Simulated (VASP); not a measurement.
# Si3N in VASP: further runs, part 2 of 3

VASP 6.6.1. The steps go on from the part before.

## 4. Single point, PBE+D3(BJ)

File INCAR:

```
ALGO     = Normal         # electronic algorithm
DIPOL    = 0.5 0.5 0.328
EDIFF    = 1E-6           # SCF threshold, eV
ENCUT    = 520            # plane-wave cutoff, eV
GGA      = PE             # functional
IDIPOL   = 3            
ISIF     = 2              # what is computed and relaxed
ISMEAR   = 0              # smearing method
IVDW     = 12             # dispersion correction
LASPH    = True           # aspherical terms in the spheres
LCHARG   = False          # write CHGCAR
LDIPOL   = True         
LREAL    = False          # projectors in reciprocal space
LWAVE    = False          # write WAVECAR
NBANDS   = 27             # bands
NELM     = 60             # most SCF steps
PREC     = Accurate       # precision mode
SIGMA    = 0.05           # smearing width, eV
```

File KPOINTS:

```
k-points
0
Gamma
  7 5 1
```

File POSCAR:

```
Si3N
1.0
    3.8333442755      0.0000000000      0.0000000000
    0.0000000000      5.4211674636      0.0000000000
    0.0000000000      0.0000000000     22.4877586337
Si N
6 2
Direct
    0.5000000000      0.0000000000      0.1778745523
    0.0000000000      0.2500000000      0.1778745523
    0.0000000000      0.5038839981      0.2608672216
    0.5000000000      0.7461160019      0.2608672216
    0.5000000000      0.0086033066      0.3418641564
    0.0000000000      0.2413966934      0.3418641564
    0.8333333333      0.6752699732      0.5063981173
    0.8333333333      0.6752699732      0.5553136192
```

Potentials or basis: VASP PAW PBE potentials, release 64 (Si, N).

Command:

```sh
$ cat potpaw_PBE.64/Si/POTCAR potpaw_PBE.64/N/POTCAR > POTCAR
$ mpirun -np 1 vasp_std > vasp.out
```

OUTCAR:

```text
EDIFF = 1E-6
   ENCUT = 520
   GGA = PE
   ISIF = 2
   ISMEAR = 0
   IVDW = 12
   LASPH = True
   LREAL = False
   NELM = 60
   PREC = Accurate
 IVDW          = 12

 ion  position               nearest neighbor table
   1  0.500  0.000  0.178-   4 2.32   2 2.35   2 2.35
   2  0.000  0.250  0.178-   3 2.32   1 2.35   1 2.35
   3  0.000  0.504  0.261-   6 2.31   2 2.32   4 2.32   4 2.32
   4  0.500  0.746  0.261-   5 2.31   1 2.32   3 2.32   3 2.32
   5  0.500  0.009  0.342-   6 2.29   6 2.29   4 2.31
   6  0.000  0.241  0.342-   5 2.29   5 2.29   3 2.31
   7  0.833  0.675  0.506-   8 1.10
[... 756 lines left out ...]
  Total       0.11482     0.15146     2.50152    -0.01356     0.00756     0.00477
  in kB       0.39367     0.51926     8.57625    -0.04648     0.02592     0.01637
  external pressure =        3.16 kB  Pullay stress =        0.00 kB

 VOLUME and BASIS-vectors are now :
 -----------------------------------------------------------------------------
  energy-cutoff  :      520.00
  volume of cell :      467.32
      direct lattice vectors                 reciprocal lattice vectors
     3.833344276  0.000000000  0.000000000     0.260868821  0.000000000  0.000000000
     0.000000000  5.421167464  0.000000000     0.000000000  0.184462112  0.000000000
     0.000000000  0.000000000 22.487758634     0.000000000  0.000000000  0.044468638

 POSITION                                       TOTAL-FORCE (eV/Angst)
 -----------------------------------------------------------------------------------
      1.91667      0.00000      4.00000         0.000835      0.554424     -0.054490
      0.00000      1.35529      4.00000        -0.001010     -0.554344     -0.055766
      0.00000      2.73164      5.86632        -0.000314     -0.081252      0.003596
      1.91667      4.04482      5.86632         0.000125      0.079168      0.002662
      1.91667      0.04664      7.68776        -0.002766      0.007820      0.066817
      0.00000      1.30865      7.68776         0.001850     -0.007022      0.069838
      3.19445      3.66075     11.38776         0.002156      0.001603     -2.153355
      3.19445      3.66075     12.48776        -0.000876     -0.000396      2.120699
 -----------------------------------------------------------------------------------
    total drift:                                0.000009     -0.000050     -0.000421

  FREE ENERGIE OF THE ION-ELECTRON SYSTEM (eV)
  ---------------------------------------------------
  free  energy   TOTEN  =       -46.6325915792 eV

  energy  without entropy=      -46.6258485175  energy(sigma->0) =      -46.62922005

 vacuum level on the upper side and lower side of the slab         3.079         3.077
```

Run time: 9.5 min. Hardware: 1 thread of Intel Xeon 8259CL, shared host; peak memory 0.57 GiB.

What came out:

```
Free energy                : -46.6326 eV
Largest force              : 2.153 eV/Å
Band gap on the k mesh     : zero (bands 17 and 18 overlap by 0.28 eV)
Dispersion energy per atom : -0.200 eV
```

Forces on the atoms (eV/Å):
```
Si   0.001  0.554 -0.054
Si  -0.001 -0.554 -0.056
Si   0.000 -0.081  0.004
Si   0.000  0.079  0.003
Si  -0.003  0.008  0.067
Si   0.002 -0.007  0.070
N    0.002  0.002 -2.153
N   -0.001  0.000  2.121
```

Caveat: the standard files for N, O and F lose accuracy on very short bonds.

## 5. Single point, PBE+D3(BJ)

File INCAR:

```
SYSTEM = Si3N
PREC = Accurate
ENCUT = 520
EDIFF = 1E-7
ISMEAR = 0
SIGMA = 0.05
LREAL = .False.
LASPH = .True.
NELM = 80
ALGO = Normal
ISIF = 2
LWAVE = .False.
LCHARG = .False.
LDIPOL = .True.
IDIPOL = 3
DIPOL = 0.5 0.5 0.328
GGA = PE
IVDW = 12
NBANDS = 27
```

File KPOINTS:

```
Automatic mesh
0
Gamma
  7 5 1
  0 0 0
```

Edit POSCAR of step 4 so:

```diff
@@ -14,3 +14,3 @@
     0.0000000000      0.2413966934      0.3418641564
-    0.8333333333      0.6752699732      0.5063981173
-    0.8333333333      0.6752699732      0.5553136192
+    0.6666666667      0.0086033066      0.5063981173
+    0.6666666667      0.0086033066      0.5553136192
```

Potentials or basis: VASP PAW PBE potentials, release 64 (Si, N).

Command:

```sh
$ cat potpaw_PBE.64/Si/POTCAR potpaw_PBE.64/N/POTCAR > POTCAR
$ mpirun -np 1 vasp_std > vasp.out
```

OUTCAR:

```text
SYSTEM = Si3N
   PREC = Accurate
   ENCUT = 520
   EDIFF = 1E-7
   ISMEAR = 0
   LREAL = .False.
   LASPH = .True.
   NELM = 80
   ISIF = 2
   GGA = PE
   IVDW = 12
 IVDW          = 12

 ion  position               nearest neighbor table
   1  0.500  0.000  0.178-   4 2.32   2 2.35   2 2.35
   2  0.000  0.250  0.178-   3 2.32   1 2.35   1 2.35
   3  0.000  0.504  0.261-   6 2.31   2 2.32   4 2.32   4 2.32
   4  0.500  0.746  0.261-   5 2.31   1 2.32   3 2.32   3 2.32
   5  0.500  0.009  0.342-   6 2.29   6 2.29   4 2.31
   6  0.000  0.241  0.342-   5 2.29   5 2.29   3 2.31
   7  0.667  0.009  0.506-   8 1.10
   8  0.667  0.009  0.555-   7 1.10

  LATTYP: Found a simple orthorhombic cell.
 ALAT       =     3.8333442755
 B/A-ratio  =     1.4142135624
 C/A-ratio  =     5.8663550721

  Lattice vectors:

 A1 = (   3.8333442755,   0.0000000000,   0.0000000000)
 A2 = (   0.0000000000,   5.4211674636,   0.0000000000)
 A3 = (   0.0000000000,   0.0000000000,  22.4877586337)

Analysis of symmetry for initial positions (statically):
=====================================================================
 Subroutine PRICEL returns:
 Original cell was already a primitive cell.

 Routine SETGRP: Setting up the symmetry group for a
 simple orthorhombic supercell.

 Subroutine GETGRP returns: Found  1 space group operations
 (whereof  1 operations were pure point group operations)
 out of a pool of  8 trial point group operations.

The static configuration has the point symmetry C_1 .

Analysis of symmetry for dynamics (positions and initial velocities):
=====================================================================
 Subroutine PRICEL returns:
 Original cell was already a primitive cell.

 Routine SETGRP: Setting up the symmetry group for a
 simple orthorhombic supercell.

 Subroutine GETGRP returns: Found  1 space group operations
 (whereof  1 operations were pure point group operations)
 out of a pool of  8 trial point group operations.

The dynamic configuration has the point symmetry C_1 .

 Subroutine INISYM returns: Found  1 space group operations
 (whereof  1 operations are pure point group operations),
 and found     1 'primitive' translations

----------------------------------------------------------------------------------------

                                     Primitive cell

  volume of cell :     467.3226

  direct lattice vectors                    reciprocal lattice vectors
     3.833344276  0.000000000  0.000000000     0.260868821  0.000000000  0.000000000
     0.000000000  5.421167464  0.000000000     0.000000000  0.184462112  0.000000000
     0.000000000  0.000000000 22.487758634     0.000000000  0.000000000  0.044468638

  length of vectors
     3.833344276  5.421167464 22.487758634     0.260868821  0.184462112  0.044468638

  position of ions in fractional coordinates (direct lattice)
     0.500000000  0.000000000  0.177874552
     0.000000000  0.250000000  0.177874552
     0.000000000  0.503883998  0.260867222
     0.500000000  0.746116002  0.260867222
     0.500000000  0.008603307  0.341864156
[... 60 lines left out ...]
  0.428571 -0.400000  0.000000      2.000000
   k-points           NKPTS =     18   k-points in BZ     NKDIM =     18   number of bands    NBANDS=     27
   number of dos      NEDOS =    301   number of ions     NIONS =      8
   total plane-waves  NPLWV = 201600
   dimension x,y,z NGX =    30 NGY =   40 NGZ =  168
   dimension x,y,z NGXF=    60 NGYF=   80 NGZF=  336
   ions per type =               6   2
   NGX,Y,Z   is equivalent  to a cutoff of  13.01, 12.27, 12.42 a.u.
   NGXF,Y,Z  is equivalent  to a cutoff of  26.02, 24.53, 24.84 a.u.
 SYSTEM =  Si3N
   PREC   = accura    normal or accurate (medium, high low for compatibility)
   ISTART =      0    job   : 0-new  1-cont  2-samecut
   ICHARG =      2    charge: 1-file 2-atom 10-const
   ISPIN  =      1    spin polarized calculation?
   LNONCOLLINEAR =      F non collinear calculations
   LSORBIT =      F    spin-orbit coupling
   LASPH  =      T    aspherical Exc in radial PAW
   ENCUT  =  520.0 eV  38.22 Ry    6.18 a.u.   7.13 10.08 41.81*2*pi/ulx,y,z
   NELM   =     80;   NELMIN=  2; NELMDL= -5     # of ELM steps
   EDIFF  = 0.1E-06   stopping-criterion for ELM
   LREAL  =      F    real-space projection
   EDIFFG = 0.1E-05   stopping-criterion for IOM
   NSW    =      0    number of steps for IOM
   IBRION =     -1    ionic relax: 0-MD 1-quasi-New 2-CG
   NFREE  =      0    steps in history (QN), initial steepest desc. (CG)
   ISIF   =      2    stress and relaxation
   ISYM   =      2    0-nonsym 1-usesym 2-fastsym
   POTIM  = 0.5000    time-step for ionic-motion
   TEBEG  =    0.0;   TEEND  =   0.0 temperature during run
   PSTRESS=    0.0 pullay stress
   NELECT =      34.0000    total number of electrons
   NUPDOWN=      -1.0000    fix difference up-down
   EMIN   =  10.00;   EMAX   =-10.00  energy-range for DOS
   EFERMI =   0.00;   METHOD = LEGACY
   ISMEAR =     0;   SIGMA  =   0.05  broadening in eV -4-tet -1-fermi 0-gaus
   EFERMI_NEDOS =   21; number of points for ismear=-14 and -15
   IALGO  =     38    algorithm
   IMIX   =      4    mixing-type and parameters
     AMIX     =   0.40;   BMIX     =  1.00
     AMIX_MAG =   1.60;   BMIX_MAG =  1.00
  volume/ion in A,a.u.               =      58.42       394.21
  Fermi-wavevector in a.u.,A,eV,Ry     =   0.683432  1.291500  6.355006  0.467080
  Thomas-Fermi vector in A             =   1.762794
   LORBIT       =      0    0 simple, 1 ext, 2 COOP (PROOUT), +10 PAW based schemes
   GGA     = PE    functional components
   LHFCALC =     F    Hartree Fock is set to
   AEXX    =    0.0000 exact exchange contribution
   IVDW    =    12    specifies the selected vdW correction
   LEPSILON=     F    determine dielectric tensor
   LRPA    =     F    only Hartree local field effects (RPA)
 non-spin polarized calculation
 Gauss-broadening in eV      SIGMA  =   0.05
  energy-cutoff  :      520.00
  volume of cell :      467.32
 maximum number of plane-waves:     12627
 NGX is ok and might be reduce to    30
   NGX = 15   NGY = 21   NGZ = 83

 dipolmoment           0.000000      0.000000      0.000012 electrons x Angstroem

 number of electron      34.0000001 magnetization

 dipolmoment           0.000000      0.000000     -0.014851 electrons x Angstroem

 Free energy of the ion-electron system (eV)
  ---------------------------------------------------
  ext. energy  EPLUGINS =         0.00000000
  ---------------------------------------------------
  free energy    TOTEN  =       -45.02100755 eV

  energy without entropy =      -45.01483773  energy(sigma->0) =      -45.01792264

 E-fermi :  -1.6826     XC(G=0):  -3.8590

 val. band max:       -1.7026697197   @ k =   0.2857  -0.2000   0.0000
 cond. band min:      -1.6632094794   @ k =   0.2857  -0.4000   0.0000
 fundamental gap:      0.0394602403
 Fermi energy:        -1.6825538510

 k-point     1 :       0.0000    0.0000    0.0000
  band No.  band energies     occupation
      1     -25.6278      2.00000
      2     -13.1052      2.00000
      3     -11.2588      2.00000
      4     -10.7189      2.00000
      5      -9.8005      2.00000
      6      -8.8826      2.00000
[... 529 lines left out ...]
     26       2.7482      0.00000
     27       3.2159      0.00000

------------------------ aborting loop because EDIFF is reached ----------------------------------------

 vacuum level on the upper side and lower side of the slab       (xc-potential included)        -0.079         0.048

 Edisp (eV)   -1.60800

 E8    (eV) :    -0.6842

  FORCE on cell =-STRESS in cart. coord.  units (eV):
  Direction    XX          YY          ZZ          XY          YZ          ZX
  --------------------------------------------------------------------------------------
  -------------------------------------------------------------------------------------
  Total       0.13488     0.16015     2.60399     0.00767     0.02424     0.01533
  in kB       0.46243     0.54906     8.92756     0.02631     0.08309     0.05257
  external pressure =        3.31 kB  Pullay stress =        0.00 kB

 VOLUME and BASIS-vectors are now :
 -----------------------------------------------------------------------------
  energy-cutoff  :      520.00
  volume of cell :      467.32
      direct lattice vectors                 reciprocal lattice vectors
     3.833344276  0.000000000  0.000000000     0.260868821  0.000000000  0.000000000
     0.000000000  5.421167464  0.000000000     0.000000000  0.184462112  0.000000000
     0.000000000  0.000000000 22.487758634     0.000000000  0.000000000  0.044468638

 POSITION                                       TOTAL-FORCE (eV/Angst)
 -----------------------------------------------------------------------------------
      1.91667      0.00000      4.00000         0.002597      0.558870     -0.049120
      0.00000      1.35529      4.00000        -0.003235     -0.560137     -0.048548
      0.00000      2.73164      5.86632         0.001063     -0.093881     -0.003109
      1.91667      4.04482      5.86632        -0.001768      0.085955     -0.004456
      1.91667      0.04664      7.68776        -0.006082     -0.001368      0.029531
      0.00000      1.30865      7.68776         0.003351      0.008640      0.074970
      2.55556      0.04664     11.38776         0.007100      0.002733     -2.118842
      2.55556      0.04664     12.48776        -0.003025     -0.000811      2.119573
 -----------------------------------------------------------------------------------
    total drift:                                0.000006      0.000193     -0.000575

  FREE ENERGIE OF THE ION-ELECTRON SYSTEM (eV)
  ---------------------------------------------------
  free  energy   TOTEN  =       -46.6290075122 eV

  energy  without entropy=      -46.6228376908  energy(sigma->0) =      -46.62592260

 vacuum level on the upper side and lower side of the slab         3.007         3.136
```

It took 11 min on 1 thread of Intel Xeon 8259CL, shared host; peak memory 0.56 GiB.

Results:

| Quantity | Value |
| --- | --- |
| Free energy | -46.6290 eV |
| Largest force | 2.120 eV/Å |
| Band gap on the k mesh | zero (bands 17 and 18 overlap by 0.29 eV) |
| Dispersion energy per atom | -0.201 eV |

Forces in eV/Å, atoms in the order of the input:
```
Si   0.003  0.559 -0.049
Si  -0.003 -0.560 -0.049
Si   0.001 -0.094 -0.003
Si  -0.002  0.086 -0.004
Si  -0.006 -0.001  0.030
Si   0.003  0.009  0.075
N    0.007  0.003 -2.119
N   -0.003 -0.001  2.120
```

Levels at points of the mesh, in eV from the Fermi level:
```csv
k point,band 14,band 15,band 16,band 17,band 18,band 19,band 20,band 21
"(0.00, 0.00, 0.00)",-1.22,-0.71,-0.42,-0.31,0.25,1.18,2.06,2.49
```

Caveat: the standard files for N, O and F lose accuracy on very short bonds.

(Continued in part 3 of 3.)
